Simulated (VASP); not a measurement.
A run of VASP 6.6.1:

The input INCAR:

```
ALGO = Normal
EDIFF = 1E-7
ENCUT = 520
GGA = PE
ISIF = 2
ISMEAR = -1
LASPH = True
LCHARG = True
LELF = True
LREAL = False
LVHAR = True
LWAVE = False
NBANDS = 12
NELM = 60
PREC = Accurate
SIGMA = 0.1
```

The input KPOINTS:

```
k-points
0
Gamma
  12 12 12
```

The input POSCAR:

```
Ta
1.0
   -1.6730098603      1.6730098603      1.6730098603
    1.6730098603     -1.6730098603      1.6730098603
    1.6730098603      1.6730098603     -1.6730098603
Ta
1
Direct
    0.0000000000      0.0000000000      0.0000000000
```

Potentials or basis: VASP PAW PBE potentials, release 64 (Ta_pv).

Run with:

```console
$ cat potpaw_PBE.64/Ta_pv/POTCAR > POTCAR
$ mpirun -np 1 vasp_std > vasp.out
```

Hardware: 1 thread of Intel Xeon 8259CL, on a shared host.

**Question.** How long does it take, and how much memory?

**Answer.** Run time: 21 s on 1 thread of Intel Xeon 8259CL, on a shared host, peak memory 0.15 GiB. Counts: scf iterations 13, k points 72.
